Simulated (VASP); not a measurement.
# Li (P1) in VASP: a series of runs, part 3 of 3

VASP 6.6.1. The steps go on from the part before.

### Step 6. Single point, PBE

Input file INCAR:

```
SYSTEM = Li
PREC = Accurate ; ENCUT = 520
EDIFF = 1E-6 ; ISMEAR = -1
SIGMA = 0.16 ; LREAL = Auto
LASPH = .True. ; NELM = 80
ALGO = Normal ; ISIF = 2
LWAVE = .False. ; LCHARG = .False.
GGA = PE ; NBANDS = 38
```

Input file KPOINTS:

```
Automatic mesh
0
Gamma
  3 3 3
  0 0 0
```

Input file POSCAR:

```
Li
1.0
    6.9800000000      0.0000000000      0.0000000000
    0.0000000000      6.9800000000      0.0000000000
    0.0000000000      0.0000000000      6.9800000000
Li
16
Direct
   -0.0239111748      0.0945702006     -0.0654011461
    0.6216332378     -0.0368338109      0.0251146132
    0.1152865330      0.4458166189      0.1361318052
   -0.0875214900     -0.1044555874      0.3979226361
    0.3649856734      0.1845272206      0.2403868195
    0.4690114613      0.5392120344      0.0239828080
    0.5486819484      0.0212464183      0.5449570201
    0.7689541547      0.3107020057      0.1677793696
    0.0685386819      0.3803868195      0.5344699140
    0.3423925501      0.8420057307      0.1854011461
    0.3330372493      0.1792693410      0.8380515759
    0.3907736390      0.6505587393      0.5981518625
    0.6639398281      0.6343409742      0.3436676218
    0.6802578797      0.3473925501      0.7460028653
    0.1358309456      0.7915329513      0.8901289398
    0.8105730659      0.7346275072      0.7261747851
```

Potentials or basis: VASP PAW PBE potentials, release 64 (Li_sv).

Command:

```bash
cat potpaw_PBE.64/Li_sv/POTCAR > POTCAR
mpirun -np 1 vasp_std > vasp.out
```

OUTCAR:

```text
SYSTEM = Li
   PREC = Accurate
   ENCUT = 520
   EDIFF = 1E-6
   ISMEAR = -1
   LREAL = Auto
   LASPH = .True.
   NELM = 80
   ISIF = 2
   GGA = PE

 ion  position               nearest neighbor table
   1  0.976  0.095  0.935-  15 2.41
   2  0.622  0.963  0.025-  10 2.40
   3  0.115  0.446  0.136-
   4  0.912  0.896  0.398-  13 2.54
   5  0.365  0.185  0.240-  10 2.43
   6  0.469  0.539  0.024-  10 2.55
   7  0.549  0.021  0.545-
   8  0.769  0.311  0.168-
   9  0.069  0.380  0.534-
  10  0.342  0.842  0.185-   2 2.40   5 2.43  15 2.54   6 2.55
  11  0.333  0.179  0.838-
  12  0.391  0.651  0.598-
  13  0.664  0.634  0.344-   4 2.54
  14  0.680  0.347  0.746-
  15  0.136  0.792  0.890-   1 2.41  10 2.54  16 2.57
  16  0.811  0.735  0.726-  15 2.57

  LATTYP: Found a simple cubic cell.
 ALAT       =     6.9800000000

  Lattice vectors:

 A1 = (   6.9800000000,   0.0000000000,   0.0000000000)
 A2 = (   0.0000000000,   6.9800000000,   0.0000000000)
 A3 = (   0.0000000000,   0.0000000000,   6.9800000000)
[... 195 lines left out ...]
 cond. band min:       0.4705571784   @ k =   0.3333   0.0000   0.0000
 fundamental gap:      0.0220337609
 Fermi energy:         0.4698133510

 k-point     1 :       0.0000    0.0000    0.0000
  band No.  band energies     occupation
      1     -46.5988      2.00000
      2     -46.5821      2.00000
      3     -46.4660      2.00000
      4     -46.4157      2.00000
      5     -46.3238      2.00000
      6     -46.2966      2.00000
[... 535 lines left out ...]
     35       3.5116      0.00000
     36       3.7717      0.00000
 [bands above 36 left out]

------------------------ aborting loop because EDIFF is reached ----------------------------------------

  FORCE on cell =-STRESS in cart. coord.  units (eV):
  Direction    XX          YY          ZZ          XY          YZ          ZX
  --------------------------------------------------------------------------------------
  -------------------------------------------------------------------------------------
  Total        3.5410635      1.9154844     -0.6320951      0.3571844      1.6297496     -1.5817112
  in kB       16.6831490      9.0244958     -2.9780139      1.6828165      7.6783021     -7.4519768
  external PRESSURE =       7.5765436 kB  Pullay stress =       0.0000000 kB

 VOLUME and BASIS-vectors are now :
 -----------------------------------------------------------------------------
  energy-cutoff  :      520.00
  volume of cell :      340.07
      direct lattice vectors                 reciprocal lattice vectors
     6.980000000  0.000000000  0.000000000     0.143266476  0.000000000  0.000000000
     0.000000000  6.980000000  0.000000000     0.000000000  0.143266476  0.000000000
     0.000000000  0.000000000  6.980000000     0.000000000  0.000000000  0.143266476

 POSITION                                       TOTAL-FORCE (eV/Angst)
 -----------------------------------------------------------------------------------
      6.81310      0.66010      6.52350        -0.098215      0.356235     -0.071553
      4.33900      6.72290      0.17530         0.326385     -0.163366     -0.336226
      0.80470      3.11180      0.95020        -0.182274      0.455577     -0.194103
      6.36910      6.25090      2.77750         0.638570      0.467256     -0.302109
      2.54760      1.28800      1.67790        -0.040683      0.528886      0.328791
      3.27370      3.76370      0.16740         0.160387     -0.133241     -0.482077
[... 8 lines left out ...]
      0.94810      5.52490      6.21310         0.294106     -0.479204     -0.226922
      5.65780      5.12770      5.06870        -0.319052     -0.211628      0.276741
 -----------------------------------------------------------------------------------
    total drift:                                0.004731     -0.008463      0.002238

  FREE ENERGIE OF THE ION-ELECTRON SYSTEM (eV)
  ---------------------------------------------------
  free  energy   TOTEN  =       -28.0091109659 eV

  energy  without entropy=      -27.4594657709  energy(sigma->0) =      -27.73428837
```

stdout:

```text
POSCAR found type information on POSCAR Li
 POSCAR found :  1 types and      16 ions
 scaLAPACK will be used
 LDA part: xc-table for (Slater+PW92), standard interpolation
 POSCAR, INCAR and KPOINTS ok, starting setup
 FFT: planning ... GRIDC
 FFT: planning ... GRID_SOFT
 FFT: planning ... GRID
 WAVECAR not read
 entering main loop
```

Wall time 4.7 min (1 thread of AMD EPYC 7R13 (Zen 3), shared host); peak memory 0.37 GiB.

Results:

| Quantity | Value |
| --- | --- |
| Free energy | -28.0091 eV |
| Largest force | 0.980 eV/Å |
| Band gap on the k mesh | zero (bands 24 and 25 overlap by 0.36 eV) |

Forces on the atoms (eV/Å):
```
Li  -0.098  0.356 -0.072
Li   0.326 -0.163 -0.336
Li  -0.182  0.456 -0.194
Li   0.639  0.467 -0.302
Li  -0.041  0.529  0.329
Li   0.160 -0.133 -0.482
Li   0.149 -0.057 -0.013
Li  -0.240 -0.221  0.358
Li  -0.095 -0.051  0.172
Li  -0.615 -0.285  0.708
Li  -0.080  0.086 -0.063
Li  -0.269 -0.100  0.059
Li   0.078 -0.198 -0.022
Li   0.294  0.007 -0.191
Li   0.294 -0.479 -0.227
Li  -0.319 -0.212  0.277
```

Caveat: the cutoff is under 1.25 times the usual one of these potentials, so pressure, stress and relaxed cells hold a basis-set (Pulay) error; the atoms stand as in a frame of molecular dynamics.

### Step 7. Single point, PBE

Input file INCAR:

```
ALGO = Normal ; EDIFF = 1E-6
ENCUT = 520 ; GGA = PE
ISIF = 2 ; ISMEAR = -1
LASPH = True ; LCHARG = True
LELF = True ; LREAL = Auto
LVHAR = True ; LWAVE = False
NBANDS = 38 ; NELM = 100
PREC = Accurate ; SIGMA = 0.16
```

Input file KPOINTS:

```
k-points
0
Gamma
  3 3 3
```

Input file POSCAR:

```
Li
1.0
    6.9800000000      0.0000000000      0.0000000000
    0.0000000000      6.9800000000      0.0000000000
    0.0000000000      0.0000000000      6.9800000000
Li
16
Direct
   -0.0383954155      0.0679512894     -0.1176647564
    0.6386389685     -0.0906876791     -0.0017765043
    0.0740687679      0.5647994269      0.1619340974
   -0.0277220630     -0.0931232092      0.3542406877
    0.3677220630      0.2226074499      0.3142550143
    0.4871776504      0.4966762178      0.0114899713
    0.5578653295     -0.0260888252      0.5865616046
    0.8038968481      0.3096418338      0.1806017192
    0.0594842407      0.3870200573      0.5273638968
    0.3022922636      0.8528080229      0.2277077364
    0.2777507163      0.2353008596      0.8493123209
    0.3309742120      0.6431088825      0.5851146132
    0.6184813754      0.6528080229      0.3562034384
    0.7427363897      0.3174068768      0.7418624642
    0.1663610315      0.7383094556      0.8540114613
    0.7739684814      0.6853581662      0.7478510029
```

Potentials or basis: VASP PAW PBE potentials, release 64 (Li_sv).

Command:

```bash
cat potpaw_PBE.64/Li_sv/POTCAR > POTCAR
mpirun -np 1 vasp_std > vasp.out
```

OUTCAR:

```text
EDIFF = 1E-6
   ENCUT = 520
   GGA = PE
   ISIF = 2
   ISMEAR = -1
   LASPH = True
   LREAL = Auto
   NELM = 100
   PREC = Accurate

 ion  position               nearest neighbor table
   1  0.962  0.068  0.882-  11 2.51  14 2.52
   2  0.639  0.909  0.998-  16 2.53
   3  0.074  0.565  0.162-  15 2.55   8 2.60
   4  0.972  0.907  0.354-  10 2.50
   5  0.368  0.223  0.314-
   6  0.487  0.497  0.011-  11 2.60
   7  0.558  0.974  0.587-
[... 769 lines left out ...]
  -------------------------------------------------------------------------------------
  Total        1.8545126      1.4130988     -0.9309498      1.3832448      1.2219253     -2.3930538
  in kB        8.7372368      6.6575867     -4.3860196      6.5169345      5.7569037    -11.2744868
  external PRESSURE =       3.6696013 kB  Pullay stress =       0.0000000 kB

 VOLUME and BASIS-vectors are now :
 -----------------------------------------------------------------------------
  energy-cutoff  :      520.00
  volume of cell :      340.07
      direct lattice vectors                 reciprocal lattice vectors
     6.980000000  0.000000000  0.000000000     0.143266476  0.000000000  0.000000000
     0.000000000  6.980000000  0.000000000     0.000000000  0.143266476  0.000000000
     0.000000000  0.000000000  6.980000000     0.000000000  0.000000000  0.143266476

 POSITION                                       TOTAL-FORCE (eV/Angst)
 -----------------------------------------------------------------------------------
      6.71200      0.47430      6.15870         0.127086     -0.250748      0.121004
      4.45770      6.34700      6.96760        -0.381639      0.261683      0.420701
      0.51700      3.94230      1.13030        -0.121423     -0.323066     -0.104903
      6.78650      6.33000      2.47260        -0.435857      0.279643      0.441506
      2.56670      1.55380      2.19350         0.061520      0.258763     -0.019440
      3.40050      3.46680      0.08020        -0.031890      0.293211     -0.052966
[... 8 lines left out ...]
      1.16120      5.15340      5.96100        -0.101266      0.257406      0.169206
      5.40230      4.78380      5.22000         0.349663     -0.086083     -0.157595
 -----------------------------------------------------------------------------------
    total drift:                               -0.006571      0.006393     -0.004983

  FREE ENERGIE OF THE ION-ELECTRON SYSTEM (eV)
  ---------------------------------------------------
  free  energy   TOTEN  =       -28.2204796394 eV

  energy  without entropy=      -27.6864200685  energy(sigma->0) =      -27.95344985
```

Wall time 3.6 min (1 thread of AMD EPYC 7R13 (Zen 3), shared host); peak memory 0.37 GiB.

Results:

```
Free energy            : -28.2205 eV
Largest force          : 0.681 eV/Å
Band gap on the k mesh : zero (bands 24 and 25 overlap by 0.49 eV)
```

Forces on the atoms (eV/Å):
```
Li   0.127 -0.251  0.121
Li  -0.382  0.262  0.421
Li  -0.121 -0.323 -0.105
Li  -0.436  0.280  0.442
Li   0.062  0.259 -0.019
Li  -0.032  0.293 -0.053
Li  -0.053  0.379  0.038
Li  -0.165 -0.408  0.133
Li  -0.173 -0.082 -0.012
Li   0.366  0.142 -0.224
Li   0.295 -0.079 -0.062
Li   0.303 -0.294 -0.320
Li   0.445 -0.308 -0.136
Li  -0.485 -0.041 -0.235
Li  -0.101  0.257  0.169
Li   0.350 -0.086 -0.158
```

Caveat: the cutoff is under 1.25 times the usual one of these potentials, so pressure, stress and relaxed cells hold a basis-set (Pulay) error; the atoms stand as in a frame of molecular dynamics.

### Step 8. Summary

```tsv
cell	gap on the mesh (eV)	largest force (eV/Å)
as given, atomic positions A	none	1.24
as given, atomic positions B	none	1.63
as given, atomic positions C	none	1.35
as given, atomic positions D	none	1.13
as given, atomic positions E	none	0.98
as given, atomic positions F	none	0.68
```

Alike in all rows: task single point; level PBE; potentials or basis VASP PAW PBE potentials, release 64 (Li_sv); no spin polarisation; k mesh 3 × 3 × 3; cutoff (eV) 520; smearing fermi-dirac 0.16 eV.

Caveats: the cutoff is under 1.25 times the usual one of these potentials, so pressure, stress and relaxed cells hold a basis-set (Pulay) error; forces of over 1 eV/Å act on the atoms, so gaps and moduli don't describe the material at rest (at least some runs); the atoms stand as in a frame of molecular dynamics (at least some runs).

Total energies depend on the potentials used, so only differences within one code and one set of settings carry meaning.
